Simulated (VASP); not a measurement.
Input of a VASP 6.6.1 run:

Contents of INCAR:

```
ALGO = Fast
EDIFF = 1E-7
ENCUT = 520
ISIF = 2
ISMEAR = 0
LASPH = True
LCHARG = False
LREAL = False
LWAVE = False
NBANDS = 11
NELM = 80
PREC = Accurate
SIGMA = 0.15
```

The input KPOINTS:

```
k-points
0
Gamma
  22 22 22
```

Contents of POSCAR:

```
Pt
1.0
   -2.0386165356      1.6373261282      1.6373261282
    1.6373261282     -2.0386165356      1.6373261282
    1.6373261282      1.6373261282     -2.0386165356
Pt
1
Direct
    0.0000000000      0.0000000000      0.0000000000
```

Potentials or basis: VASP PAW LDA potentials, release 64 (Pt).

The run is started by

```bash
$ cat potpaw_LDA.64/Pt/POTCAR > POTCAR
$ mpirun -np 1 vasp_std > vasp.out
```

Problem. Predict the pressure.

Solution. 42.9 GPa.

Problem. Predict the band gap on the k mesh.

Solution. Zero (bands 5 and 6 overlap by 4.70 eV).

Stress tensor (GPa, compression positive):
```
42.90 63.09 63.09
63.09 42.90 63.09
63.09 63.09 42.90
```

Caveat: the cell stands under pressure; spin-orbit coupling is left out, which moves the levels of the heavy elements.
